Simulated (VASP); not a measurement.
**BN: single point with PBE**

The system is BN.

```xyz
2
Lattice="0.0000 1.8008 1.8008 1.8008 0.0000 1.8008 1.8008 1.8008 0.0000" Properties=species:S:1:pos:R:3 pbc="T T T"
N     0.9004    0.9004    0.9004
B     0.0000    0.0000    0.0000
```

| Property | Result |
| --- | --- |
| Program | VASP 6.6.1 |
| Task | single point |
| Functional | PBE |
| Potentials or basis | VASP PAW PBE potentials, release 64 (N, B) |
| Cutoff | 520 eV |
| k mesh | 13 × 13 × 13 |
| Occupations | fermi-dirac, width 0.05 eV |
| Spin | no spin polarisation |
| Dipole correction | no |
| Further INCAR settings | ALGO = Normal; EDIFF = 1e-06; NBANDS = 11 |

```yaml
Pressure: 7.7 GPa
Band_gap_on_the_k_mesh: 4.55 eV, indirect (least direct gap 8.87 eV)
```

Levels at points of the mesh, in eV from the valence-band top:
```
           k point  band 1  band 2  band 3  band 4  band 5  band 6  band 7  band 8  band 9
(0.00, 0.00, 0.00)  -20.36    0.00    0.00    0.00    8.87    8.87    8.87   10.53   24.96
```

Run time: 4.7 s on 1 thread of Intel(R) Xeon(R) 6975P-C (Granite Rapids) (shared host), peak memory 0.12 GiB.

A k mesh can miss the band edges.
